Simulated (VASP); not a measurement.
# CsH6 (P-31m) in VASP: relaxation of cell and atoms with PBE

Aim: the relaxation of cell and atoms of CsH6 with PBE.

All numbers are computed with VASP 6.6.1; they aren't measurements. Logs are shortened: lines on timing, memory, paths and dates and some standing lists are left out, and cuts for length are marked.

### Step 1. The cell of the first run

It takes space group P-31m (No. 162, trigonal). Conventional cell: a = 4.961 Å, b = 4.961 Å, c = 4.553 Å, α = 90.00°, β = 90.00°, γ = 120.00°. Within 2.4 Å of Cs (site symmetry -3m) lie 6 H at 1.84 Å. H (site symmetry m) has 1 Cs at 1.84 Å within 2.4 Å.

### Step 2. Relaxation of cell and atoms, PBE

File INCAR:

```
  PREC = Accurate
  ENCUT = 600
  EDIFF = 1E-6
  ISMEAR = 0
  SIGMA = 0.1
  LREAL = False
  LASPH = True
  NELM = 100
  ALGO = Normal
  ISIF = 3
  LWAVE = False
  LCHARG = False
  GGA = PE
  IBRION = 2
  NSW = 90
  EDIFFG = -0.04
```

File KPOINTS:

```
regular mesh
0
Gamma
  6 6 4
```

File POSCAR:

```
CsH6
1.0
    4.9608727600      0.0000000000      0.0000000000
   -2.4804363800      4.2962418400      0.0000000000
    0.0000000000      0.0000000000      4.5530108900
Cs H
1 6
Direct
    0.0000000000      0.0000000000      0.5000000000
    0.3036071400      0.3036071400      0.2662879800
    0.0000000000      0.6963928600      0.2662879800
    0.6963928600      0.0000000000      0.2662879800
    0.0000000000      0.3036071400      0.7337120200
    0.3036071400      0.0000000000      0.7337120200
    0.6963928600      0.6963928600      0.7337120200
```

Potentials or basis: VASP PAW PBE potentials, release 64 (Cs_sv, H).

Command:

```sh
cat potpaw_PBE.64/Cs_sv/POTCAR potpaw_PBE.64/H/POTCAR > POTCAR
mpirun -np 1 vasp_std > vasp.out
```

OUTCAR:

```text
PREC = Accurate
   ENCUT = 600
   EDIFF = 1E-6
   ISMEAR = 0
   LREAL = False
   LASPH = True
   NELM = 100
   ISIF = 3
   GGA = PE
   IBRION = 2
   NSW = 90
   EDIFFG = -0.04

 ion  position               nearest neighbor table
   1  0.000  0.000  0.500-   4 1.84   6 1.84   2 1.84   5 1.84   3 1.84   7 1.84
   2  0.304  0.304  0.266-   1 1.84
   3  0.000  0.696  0.266-   1 1.84
   4  0.696  0.000  0.266-   1 1.84
   5  0.000  0.304  0.734-   1 1.84
   6  0.304  0.000  0.734-   1 1.84
   7  0.696  0.696  0.734-   1 1.84

  LATTYP: Found a hexagonal cell.
 ALAT       =     4.9608727600
 C/A-ratio  =     0.9177842509

  Lattice vectors:

 A1 = (   4.9608727600,   0.0000000000,   0.0000000000)
 A2 = (  -2.4804363800,   4.2962418400,   0.0000000000)
 A3 = (   0.0000000000,   0.0000000000,   4.5530108900)

Analysis of symmetry for initial positions (statically):
=====================================================================
 Subroutine PRICEL returns:
 Original cell was already a primitive cell.

 Routine SETGRP: Setting up the symmetry group for a
 hexagonal supercell.

 Subroutine GETGRP returns: Found 12 space group operations
 (whereof 12 operations were pure point group operations)
 out of a pool of 24 trial point group operations.

The static configuration has the point symmetry D_3d.

Analysis of symmetry for dynamics (positions and initial velocities):
=====================================================================
 Subroutine PRICEL returns:
 Original cell was already a primitive cell.

 Routine SETGRP: Setting up the symmetry group for a
 hexagonal supercell.

 Subroutine GETGRP returns: Found 12 space group operations
 (whereof 12 operations were pure point group operations)
 out of a pool of 24 trial point group operations.

The dynamic configuration has the point symmetry D_3d.

 Subroutine INISYM returns: Found 12 space group operations
 (whereof 12 operations are pure point group operations),
 and found     1 'primitive' translations

----------------------------------------------------------------------------------------

                                     Primitive cell

  volume of cell :      97.0388

  direct lattice vectors                    reciprocal lattice vectors
     4.960872760  0.000000000  0.000000000     0.201577434  0.116380785  0.000000000
    -2.480436380  4.296241840  0.000000000     0.000000000  0.232761571  0.000000000
[... 94 lines left out ...]
   EDIFF  = 0.1E-05   stopping-criterion for ELM
   LREAL  =      F    real-space projection
   EDIFFG = -.4E-01   stopping-criterion for IOM
   NSW    =     90    number of steps for IOM
   IBRION =      2    ionic relax: 0-MD 1-quasi-New 2-CG
   NFREE  =      1    steps in history (QN), initial steepest desc. (CG)
   ISIF   =      3    stress and relaxation
   ISYM   =      2    0-nonsym 1-usesym 2-fastsym
   POTIM  = 0.5000    time-step for ionic-motion
   TEBEG  =    0.0;   TEEND  =   0.0 temperature during run
   PSTRESS=    0.0 pullay stress
   NELECT =      15.0000    total number of electrons
   NUPDOWN=      -1.0000    fix difference up-down
   EMIN   =  10.00;   EMAX   =-10.00  energy-range for DOS
   EFERMI =   0.00;   METHOD = LEGACY
   ISMEAR =     0;   SIGMA  =   0.10  broadening in eV -4-tet -1-fermi 0-gaus
   EFERMI_NEDOS =   21; number of points for ismear=-14 and -15
   IALGO  =     38    algorithm
   IMIX   =      4    mixing-type and parameters
     AMIX     =   0.40;   BMIX     =  1.00
     AMIX_MAG =   1.60;   BMIX_MAG =  1.00
  volume/ion in A,a.u.               =      13.86        93.55
  Fermi-wavevector in a.u.,A,eV,Ry     =   0.878598  1.660309 10.502800  0.771934
  Thomas-Fermi vector in A             =   1.998706
   LORBIT       =      0    0 simple, 1 ext, 2 COOP (PROOUT), +10 PAW based schemes
   GGA     = PE    functional components
   LHFCALC =     F    Hartree Fock is set to
   AEXX    =    0.0000 exact exchange contribution
   IVDW    =     0    specifies the selected vdW correction
   LEPSILON=     F    determine dielectric tensor
   LRPA    =     F    only Hartree local field effects (RPA)
 conjugate gradient relaxation of ions
 non-spin polarized calculation
 Gauss-broadening in eV      SIGMA  =   0.10
  energy-cutoff  :      600.00
  volume of cell :       97.04
 maximum number of plane-waves:      3253
   NGX = 19   NGY = 19   NGZ = 19

--------------------------------------- Ionic step        1  -------------------------------------------

 number of electron      15.0000001 magnetization

 Free energy of the ion-electron system (eV)
  ---------------------------------------------------
  ext. energy  EPLUGINS =         0.00000000
  ---------------------------------------------------
  free energy    TOTEN  =        -7.60409881 eV

  energy without entropy =       -7.59664028  energy(sigma->0) =       -7.60036955

------------------------ aborting loop because EDIFF is reached ----------------------------------------

  FORCE on cell =-STRESS in cart. coord.  units (eV):
  Direction    XX          YY          ZZ          XY          YZ          ZX
  --------------------------------------------------------------------------------------
  -------------------------------------------------------------------------------------
  Total        5.0071349      5.0071349      4.9892714     -0.0000000      0.0000000     -0.0000000
  in kB       82.6712250     82.6712252     82.3762870     -0.0000000      0.0000000     -0.0000000
  external PRESSURE =      82.5729124 kB  Pullay stress =       0.0000000 kB
[... 1125 lines left out ...]
 k-point    24 :       0.3333    0.3333    0.5000
  band No.  band energies     occupation
      1     -18.8671      2.00000
      2      -8.0297      2.00000
      3      -6.3136      2.00000
      4      -6.3136      2.00000
      5      -6.0709      2.00000
      6      -6.0709      2.00000
      7      -2.4584      2.00000
      8       5.6292      0.00000
      9       5.6292      0.00000
     10       8.0305      0.00000
     11       9.2359      0.00000

[... ionic steps 4 to 40 ...]

--------------------------------------- Ionic step       41  -------------------------------------------

 number of electron      14.9999994 magnetization

------------------------ aborting loop because EDIFF is reached ----------------------------------------
[... 77 lines left out ...]
--------------------------------------- Ionic step       43  -------------------------------------------

 number of electron      14.9999994 magnetization

 Free energy of the ion-electron system (eV)
  ---------------------------------------------------
  ext. energy  EPLUGINS =         0.00000000
  ---------------------------------------------------
  free energy    TOTEN  =       -20.98225010 eV

  energy without entropy =      -20.98031608  energy(sigma->0) =      -20.98128309

 E-fermi :   0.9551     XC(G=0):  -6.1430

 val. band max:        0.9522187235   @ k =   0.0000   0.0000   0.0000
 cond. band min:       1.1392432739   @ k =  -0.1667   0.5000   0.2500
 fundamental gap:      0.1870245503
 Fermi energy:         0.9550565441
[... 368 lines left out ...]
  FREE ENERGIE OF THE ION-ELECTRON SYSTEM (eV)
  ---------------------------------------------------
  free  energy   TOTEN  =       -20.9822500998 eV

  energy  without entropy=      -20.9803160826  energy(sigma->0) =      -20.98128309

 reached required accuracy - stopping structural energy minimisation
```

CONTCAR:

```text
CsH6
   1.00000000000000
     5.4327270571936435   -0.0000000000000000    0.0000000000000002
    -2.7163635285968217    4.7048796439970291   -0.0000000000000001
    -0.0000000000000002    0.0000000000000000    5.4364668323497432
  Cs              H
     1     6
Direct
     0.0000000000000000    0.0000000000000000    0.5000000000000000
     0.5029165565451655    0.5029165565408469    0.0709665233330428
     0.0000000000043186    0.4970834434591533    0.0709665233330428
     0.4970834434505161    0.0000000000000000    0.0709665233330428
     0.9999999999956813    0.5029165565408469    0.9290334766669570
     0.5029165565494839    0.0000000000000000    0.9290334766669570
     0.4970834434548344    0.4970834434591533    0.9290334766669570

  0.00000000E+00  0.00000000E+00  0.00000000E+00
  0.00000000E+00  0.00000000E+00  0.00000000E+00
  0.00000000E+00  0.00000000E+00  0.00000000E+00
  0.00000000E+00  0.00000000E+00  0.00000000E+00
  0.00000000E+00  0.00000000E+00  0.00000000E+00
  0.00000000E+00  0.00000000E+00  0.00000000E+00
  0.00000000E+00  0.00000000E+00  0.00000000E+00
```

Run time: 9.8 min. Hardware: 1 thread of AMD EPYC 9R14 (Zen 4), shared host; peak memory 0.22 GiB.

What came out:

- Free energy: -20.9823 eV
- Relaxed volume: 19.85 Å³/atom
- Relaxed cell: a = 5.433 Å, b = 5.433 Å, c = 5.436 Å, α = 90.00°, β = 90.00°, γ = 120.00°
- Space group after relaxing (to 0.05 Å): P6/mmm (No. 191)
- Energy gained by relaxing: 1911.2 meV/atom
- Ionic steps: 43
- Pressure after relaxing: 0.0 GPa
- Largest force after relaxing: 0.025 eV/Å

Forces on the atoms (eV/Å):
```
Cs   0.000  0.000  0.000
H   -0.011 -0.019 -0.012
H   -0.011  0.019 -0.012
H    0.022  0.000 -0.012
H    0.011 -0.019  0.012
H   -0.022  0.000  0.012
H    0.011  0.019  0.012
```

The path:
```tsv
step	energy change (eV)	largest force (eV/Å)	pressure (GPa)	volume (Å³)
1	0.0000	1.7216	8.26	97.04
3	-1.0728	0.2256	-1.58	117.90
5	-1.1221	0.2591	-1.50	114.74
7	-1.6647	0.5951	-1.09	92.14
9	-1.7662	2.0637	124.68	31.06
11	-2.7814	3.7499	40.52	42.25
13	-2.2582	3.9661	85.02	34.38
15	-4.0377	3.5947	70.45	36.53
17	-9.2675	0.5614	37.39	47.28
19	-9.4326	2.8156	37.75	49.21
21	-10.8356	1.0544	22.93	56.02
23	-11.8049	2.0570	6.06	69.21
25	-13.0875	0.4040	1.41	96.98
27	-13.2015	0.6655	1.25	113.29
29	-13.2450	0.1972	-0.01	119.35
31	-13.2798	0.1214	-0.14	126.33
33	-13.3045	0.0529	-0.30	141.35
35	-13.3376	0.5290	-0.72	141.04
37	-13.3484	0.4500	-0.62	140.79
39	-13.3764	0.0477	-0.13	139.48
41	-13.3775	0.0692	0.00	139.14
43	-13.3782	0.0247	-0.05	138.96
```

Final structure:
```yaml
crystal:
  lattice:
    - [5.43273, 0.00000, 0.00000]
    - [-2.71636, 4.70488, 0.00000]
    - [0.00000, 0.00000, 5.43647]
  atoms:
    - { symbol: Cs, position: [0.00000, 0.00000, 0.50000] }
    - { symbol: H, position: [0.50292, 0.50292, 0.07097] }
    - { symbol: H, position: [0.00000, 0.49708, 0.07097] }
    - { symbol: H, position: [0.49708, 0.00000, 0.07097] }
    - { symbol: H, position: [0.00000, 0.50292, 0.92903] }
    - { symbol: H, position: [0.50292, 0.00000, 0.92903] }
    - { symbol: H, position: [0.49708, 0.49708, 0.92903] }
```

Caveat: the volume moved by over 15 % at a fixed basis, so the end points are rough; spin-orbit coupling is left out, which moves the levels of the heavy elements.
